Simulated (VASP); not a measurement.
# Ta7C8 (a cell with a defect) in VASP: single point with PBE

Aim: the single point of Ta7C8 (a cell with a defect) with PBE.

All numbers are computed with VASP 6.6.1; they aren't measurements. Logs are shortened: lines on timing, memory, paths and dates and some standing lists are left out, and cuts for length are marked.

## 1. The cell of the first run

The cell holds a defect, 15 atoms: a = 6.261 Å, b = 6.261 Å, c = 6.261 Å, α = 60.00°, β = 60.00°, γ = 60.00°.

## 2. Single point, PBE

INCAR

```
SYSTEM = Ta7C8
ALGO = Normal
EDIFF = 1E-6
ENCUT = 520
GGA = PE
ISIF = 2
ISMEAR = -1
LASPH = .TRUE.
LCHARG = .FALSE.
LREAL = Auto
LWAVE = .FALSE.
NBANDS = 68
NELM = 60
PREC = Accurate
SIGMA = 0.1
```

KPOINTS

```
k-points
0
G
  3 3 3
  0 0 0
```

POSCAR

```
Ta7C8
1.0
    0.0000000000      4.4273600000      4.4273600000
    4.4273600000      0.0000000000      4.4273600000
    4.4273600000      4.4273600000      0.0000000000
Ta C
7 8
Direct
   -0.2508987297      0.0011230169     -0.0006455314
    0.0158826027     -0.0044674479      0.4713836236
    0.0158803440      0.4731587221     -0.0062407394
    0.0125273301      0.5011367948      0.4993641809
    0.4823025460      0.0067376495      0.5273381880
    0.4823036753      0.5290990568      0.0049740703
    0.4856525108      0.5011337456      0.4993679077
    0.2773431571      0.2374564074      0.2356880850
    0.2490886217      0.2517118554      0.7487848289
    0.2490928002      0.7505516832      0.2499429683
    0.2208366837      0.7648105191      0.7630421967
    0.7481927153      0.2374571980      0.2356895531
    0.7490929132      0.3073996693      0.6930970149
    0.7490871535      0.6948683866      0.3056341703
    0.7499904006      0.7648123261      0.7630435519
```

Potentials or basis: VASP PAW PBE potentials, release 64 (Ta_pv, C).

Command:

```bash
$ cat potpaw_PBE.64/Ta_pv/POTCAR potpaw_PBE.64/C/POTCAR > POTCAR
$ mpirun -np 1 vasp_std > vasp.out
```

OUTCAR:

```text
SYSTEM = Ta7C8
   EDIFF = 1E-6
   ENCUT = 520
   GGA = PE
   ISIF = 2
   ISMEAR = -1
   LASPH = .TRUE.
   LREAL = Auto
   NELM = 60
   PREC = Accurate

 ion  position               nearest neighbor table
   1  0.749  0.001  0.999-  13 1.92  14 1.92  15 2.56  11 2.56   8 2.56  12 2.56   3 2.87   2 2.87
                             6 2.87   5 2.87   4 3.54   7 3.54   7 3.54   4 3.54
   2  0.016  0.996  0.471-  10 2.07  11 2.22  15 2.22  12 2.23   8 2.23  13 2.38   1 2.87   3 2.99
                             4 3.02   7 3.02   5 3.15   5 3.15   7 3.25   4 3.25   3 3.27
   3  0.016  0.473  0.994-   9 2.07  15 2.22  11 2.22  12 2.23   8 2.23  14 2.38   1 2.87   2 2.99
                             7 3.02   4 3.02   6 3.15   6 3.15   4 3.25   7 3.25   2 3.27
   4  0.013  0.501  0.499-  14 2.05  13 2.05  10 2.15   9 2.15  15 2.33   8 2.33   7 2.96   3 3.02
                             6 3.02   2 3.02   5 3.02   5 3.25   6 3.25   2 3.25   3 3.25   7 3.30
   5  0.482  0.007  0.527-   9 2.07  12 2.22   8 2.22  11 2.23  15 2.23  14 2.38   1 2.87   6 2.99
                             7 3.02   4 3.02   2 3.15   2 3.15   4 3.25   7 3.25   6 3.27
   6  0.482  0.529  0.005-  10 2.07   8 2.22  12 2.22  11 2.23  15 2.23  13 2.38   1 2.87   5 2.99
                             4 3.02   7 3.02   3 3.15   3 3.15   7 3.25   4 3.25   5 3.27
   7  0.486  0.501  0.499-  14 2.05  13 2.05  10 2.15   9 2.15  11 2.33  12 2.33   4 2.96   3 3.02
                             2 3.02   6 3.02   5 3.02   5 3.25   6 3.25   2 3.25   3 3.25   4 3.30
   8  0.277  0.237  0.236-   6 2.22   5 2.22   2 2.23   3 2.23   4 2.33   1 2.56
   9  0.249  0.252  0.749-   5 2.07   3 2.07   4 2.15   7 2.15
  10  0.249  0.751  0.250-   6 2.07   2 2.07   4 2.15   7 2.15
  11  0.221  0.765  0.763-   3 2.22   2 2.22   5 2.23   6 2.23   7 2.33   1 2.56
  12  0.748  0.237  0.236-   6 2.22   5 2.22   2 2.23   3 2.23   7 2.33   1 2.56
  13  0.749  0.307  0.693-   1 1.92   7 2.05   4 2.05   6 2.38   2 2.38
  14  0.749  0.695  0.306-   1 1.92   7 2.05   4 2.05   5 2.38   3 2.38
  15  0.750  0.765  0.763-   3 2.22   2 2.22   5 2.23   6 2.23   4 2.33   1 2.56

  LATTYP: Found a face centered cubic cell.
 ALAT       =     8.8547200000

  Lattice vectors:

 A1 = (   0.0000000000,   4.4273600000,   4.4273600000)
 A2 = (   4.4273600000,   0.0000000000,   4.4273600000)
 A3 = (   4.4273600000,   4.4273600000,   0.0000000000)

Analysis of symmetry for initial positions (statically):
=====================================================================
 Subroutine PRICEL returns:
 Original cell was already a primitive cell.

 Routine SETGRP: Setting up the symmetry group for a
 face centered cubic supercell.

 Subroutine GETGRP returns: Found  4 space group operations
 (whereof  1 operations were pure point group operations)
 out of a pool of 48 trial point group operations.

The static configuration has the point symmetry C_1 .
 The point group associated with its full space group is C_2v.

Analysis of symmetry for dynamics (positions and initial velocities):
=====================================================================
 Subroutine PRICEL returns:
 Original cell was already a primitive cell.

 Routine SETGRP: Setting up the symmetry group for a
 face centered cubic supercell.

 Subroutine GETGRP returns: Found  4 space group operations
 (whereof  1 operations were pure point group operations)
 out of a pool of 48 trial point group operations.

The dynamic configuration has the point symmetry C_1 .
 The point group associated with its full space group is C_2v.

 Subroutine INISYM returns: Found  4 space group operations
 (whereof  1 operations are pure point group operations),
 and found     1 'primitive' translations

----------------------------------------------------------------------------------------

                                     Primitive cell

  volume of cell :     173.5659

  direct lattice vectors                    reciprocal lattice vectors
     0.000000000  4.427360000  4.427360000    -0.112934119  0.112934119  0.112934119
     4.427360000  0.000000000  4.427360000     0.112934119 -0.112934119  0.112934119
     4.427360000  4.427360000  0.000000000     0.112934119  0.112934119 -0.112934119

  length of vectors
     6.261232558  6.261232558  6.261232558     0.195607632  0.195607632  0.195607632

  position of ions in fractional coordinates (direct lattice)
     0.749101270  0.001123017  0.999354469
     0.015882603  0.995532552  0.471383624
     0.015880344  0.473158722  0.993759261
[... 48 lines left out ...]

  Shift w.r.t. Gamma in fractional coordinates (k-lattice)
     0.000000000  0.000000000  0.000000000

 Subroutine IBZKPT returns following result:
 ===========================================

 Found      8 irreducible k-points:

 Following reciprocal coordinates:
            Coordinates               Weight
  0.000000  0.000000  0.000000      1.000000
  0.333333  0.000000  0.000000      4.000000
  0.000000  0.333333  0.000000      4.000000
  0.333333  0.333333  0.000000      4.000000
  0.000000  0.333333  0.333333      2.000000
 -0.333333  0.333333  0.000000      8.000000
  0.000000 -0.333333  0.333333      2.000000
  0.333333 -0.333333 -0.333333      2.000000
   k-points           NKPTS =      8   k-points in BZ     NKDIM =      8   number of bands    NBANDS=     68
   number of dos      NEDOS =    301   number of ions     NIONS =     15
   total plane-waves  NPLWV = 110592
   dimension x,y,z NGX =    48 NGY =   48 NGZ =   48
   dimension x,y,z NGXF=    96 NGYF=   96 NGZF=   96
   ions per type =               7   8
   NGX,Y,Z   is equivalent  to a cutoff of  12.74, 12.74, 12.74 a.u.
   NGXF,Y,Z  is equivalent  to a cutoff of  25.49, 25.49, 25.49 a.u.
 SYSTEM =  Ta7C8
   PREC   = accura    normal or accurate (medium, high low for compatibility)
   ISTART =      0    job   : 0-new  1-cont  2-samecut
   ICHARG =      2    charge: 1-file 2-atom 10-const
   ISPIN  =      1    spin polarized calculation?
   LNONCOLLINEAR =      F non collinear calculations
   LSORBIT =      F    spin-orbit coupling
   LASPH  =      T    aspherical Exc in radial PAW
   ENCUT  =  520.0 eV  38.22 Ry    6.18 a.u.  11.64 11.64 11.64*2*pi/ulx,y,z
   NELM   =     60;   NELMIN=  2; NELMDL= -5     # of ELM steps
   EDIFF  = 0.1E-05   stopping-criterion for ELM
   LREAL  =      T    real-space projection
   EDIFFG = 0.1E-04   stopping-criterion for IOM
   NSW    =      0    number of steps for IOM
   IBRION =     -1    ionic relax: 0-MD 1-quasi-New 2-CG
   NFREE  =      0    steps in history (QN), initial steepest desc. (CG)
   ISIF   =      2    stress and relaxation
   ISYM   =      2    0-nonsym 1-usesym 2-fastsym
   POTIM  = 0.5000    time-step for ionic-motion
   TEBEG  =    0.0;   TEEND  =   0.0 temperature during run
   PSTRESS=    0.0 pullay stress
   NELECT =     109.0000    total number of electrons
   NUPDOWN=      -1.0000    fix difference up-down
   EMIN   =  10.00;   EMAX   =-10.00  energy-range for DOS
   EFERMI =   0.00;   METHOD = LEGACY
   ISMEAR =    -1;   SIGMA  =   0.10  broadening in eV -4-tet -1-fermi 0-gaus
   EFERMI_NEDOS =   21; number of points for ismear=-14 and -15
   IALGO  =     38    algorithm
   IMIX   =      4    mixing-type and parameters
     AMIX     =   0.40;   BMIX     =  1.00
     AMIX_MAG =   1.60;   BMIX_MAG =  1.00
  volume/ion in A,a.u.               =      11.57        78.09
  Fermi-wavevector in a.u.,A,eV,Ry     =   1.401938  2.649279 26.741303  1.965430
  Thomas-Fermi vector in A             =   2.524750
   LORBIT       =      0    0 simple, 1 ext, 2 COOP (PROOUT), +10 PAW based schemes
   GGA     = PE    functional components
   LHFCALC =     F    Hartree Fock is set to
   AEXX    =    0.0000 exact exchange contribution
   IVDW    =     0    specifies the selected vdW correction
   LEPSILON=     F    determine dielectric tensor
   LRPA    =     F    only Hartree local field effects (RPA)
 non-spin polarized calculation
  energy-cutoff  :      520.00
  volume of cell :      173.57
 maximum number of plane-waves:      4693
 NGX is ok and might be reduce to    48
   NGX = 23   NGY = 23   NGZ = 23

 number of electron     109.0000001 magnetization

 Free energy of the ion-electron system (eV)
  ---------------------------------------------------
  ext. energy  EPLUGINS =         0.00000000
  ---------------------------------------------------
  free energy    TOTEN  =      -155.01939290 eV

  energy without entropy =     -154.84648674  energy(sigma->0) =     -154.93293982

 E-fermi :   6.7960     XC(G=0): -12.6503

 val. band max:        6.7314788463   @ k =   0.3333   0.0000   0.0000
 cond. band min:       6.8576779246   @ k =  -0.3333   0.3333   0.0000
 fundamental gap:      0.1261990784
 Fermi energy:         6.7959571055

 k-point     1 :       0.0000    0.0000    0.0000
  band No.  band energies     occupation
      1     -28.5896      2.00000
      2     -28.5534      2.00000
      3     -28.5223      2.00000
      4     -28.3400      2.00000
      5     -28.2479      2.00000
      6     -28.1384      2.00000
[... 541 lines left out ...]
     65      10.0216      0.00000
     66      10.2092      0.00000
 [bands above 66 left out]

------------------------ aborting loop because EDIFF is reached ----------------------------------------

  FORCE on cell =-STRESS in cart. coord.  units (eV):
  Direction    XX          YY          ZZ          XY          YZ          ZX
  --------------------------------------------------------------------------------------
  -------------------------------------------------------------------------------------
  Total        0.9001243     26.4431446     26.4431446      0.0000000    -13.4528211      0.0000000
  in kB        8.3089965    244.0951643    244.0951643      0.0000000   -124.1822264      0.0000000
  external PRESSURE =     165.4997750 kB  Pullay stress =       0.0000000 kB

 VOLUME and BASIS-vectors are now :
 -----------------------------------------------------------------------------
  energy-cutoff  :      520.00
  volume of cell :      173.57
      direct lattice vectors                 reciprocal lattice vectors
     0.000000000  4.427360000  4.427360000    -0.112934119  0.112934119  0.112934119
     4.427360000  0.000000000  4.427360000     0.112934119 -0.112934119  0.112934119
     4.427360000  4.427360000  0.000000000     0.112934119  0.112934119 -0.112934119

 POSITION                                       TOTAL-FORCE (eV/Angst)
 -----------------------------------------------------------------------------------
      4.42947      7.74104      3.32151        -0.000114     -0.000000      0.000000
      6.49457      2.15730      4.47790         0.005414     -0.004849      0.004849
      6.49457      4.47004      2.16515         0.005414      0.004849     -0.004849
      4.42958      2.26633      2.27418         0.000302      0.016449      0.016449
      2.36455      4.47004      2.16516        -0.003950      0.004922     -0.004922
      2.36453      2.15735      4.47784        -0.003950     -0.004922      0.004922
      4.42958      4.36104      4.36886         0.000302     -0.016449     -0.016449
      2.09478      2.27137      2.27920        -0.005220      0.000860      0.000860
      4.42956      4.41795      2.21722        -0.004837      0.035130     -0.035130
      4.42955      2.20941      4.42579        -0.004837     -0.035130      0.035130
      6.76435      4.35599      4.36381         0.007169     -0.001045     -0.001045
      2.09479      4.35600      4.36383        -0.005220     -0.000860     -0.000860
      4.42956      6.38509      4.67747         0.001179     -0.022856      0.022856
      4.42959      4.66963      6.39291         0.001179      0.022856     -0.022856
      6.76437      6.69875      6.70658         0.007169      0.001045      0.001045
 -----------------------------------------------------------------------------------
    total drift:                               -0.008763     -0.000541      0.002381

  FREE ENERGIE OF THE ION-ELECTRON SYSTEM (eV)
  ---------------------------------------------------
  free  energy   TOTEN  =      -155.0193928955 eV

  energy  without entropy=     -154.8464867358  energy(sigma->0) =     -154.93293982
```

It took 3.2 min on 1 thread of Intel Xeon Platinum 8488C (Sapphire Rapids), shared host; peak memory 0.35 GiB.

Results:

| Property | Result |
| --- | --- |
| Free energy | -155.0194 eV |
| Pressure | 16.5 GPa |
| Largest force | 0.050 eV/Å |

Forces on the atoms (eV/Å):
```
Ta   0.000  0.000  0.000
Ta   0.005 -0.005  0.005
Ta   0.005  0.005 -0.005
Ta   0.000  0.016  0.016
Ta  -0.004  0.005 -0.005
Ta  -0.004 -0.005  0.005
Ta   0.000 -0.016 -0.016
C   -0.005  0.001  0.001
C   -0.005  0.035 -0.035
C   -0.005 -0.035  0.035
C    0.007 -0.001 -0.001
C   -0.005 -0.001 -0.001
C    0.001 -0.023  0.023
C    0.001  0.023 -0.023
C    0.007  0.001  0.001
```

Caveat: the k points lie up to 0.41 Å⁻¹ apart; spin-orbit coupling is left out, which moves the levels of the heavy elements.
